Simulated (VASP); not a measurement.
Wanted: the native input for a VASP 6.6.1 run.

```
Task                   : single point
Functional             : LDA
Potentials or basis    : VASP PAW LDA potentials, release 64 (Pt)
Cutoff                 : 520 eV
k mesh                 : 22 × 22 × 22
Occupations            : gaussian, width 0.15 eV
Spin                   : no spin polarisation
Dipole correction      : no
Further INCAR settings : ALGO = Normal; EDIFF = 1e-06; NBANDS = 11
```

The structure of Pt lies in POSCAR:

```
Pt
1.0
    0.0000000000      1.9204621283      1.9204621283
    1.9204621283      0.0000000000      1.9204621283
    1.9204621283      1.9204621283      0.0000000000
Pt
1
Direct
    0.0000000000      0.0000000000      0.0000000000
```

This cell differs from its parent crystal: volume 14.166 Å^3 an atom, c/a of the conventional cell 1.0000.

These files were run (other wordings do the same):

INCAR

```
PREC = Accurate
ENCUT = 520
EDIFF = 1E-6
ISMEAR = 0
SIGMA = 0.15
LREAL = F
LASPH = T
NELM = 100
ALGO = Normal
ISIF = 2
LWAVE = F
LCHARG = F
NBANDS = 11
```

KPOINTS

```
regular mesh
0
Gamma
  22 22 22
```

Potentials or basis: VASP PAW LDA potentials, release 64 (Pt).

Command:

```bash
$ cat potpaw_LDA.64/Pt/POTCAR > POTCAR
$ mpirun -np 1 vasp_std > vasp.out
```

Results of the run:

```json
{
 "Pressure": "15.1 GPa",
 "Band gap on the k mesh": "zero (band 5 reaches 12.97 eV, above the bottom of band 6 at 10.48 eV)"
}
```

Caveat: spin-orbit coupling is left out, which moves the levels of the heavy elements.

Wall time 17 s on 1 thread of Intel Xeon 6975P-C, on a shared host, peak memory 0.16 GiB.
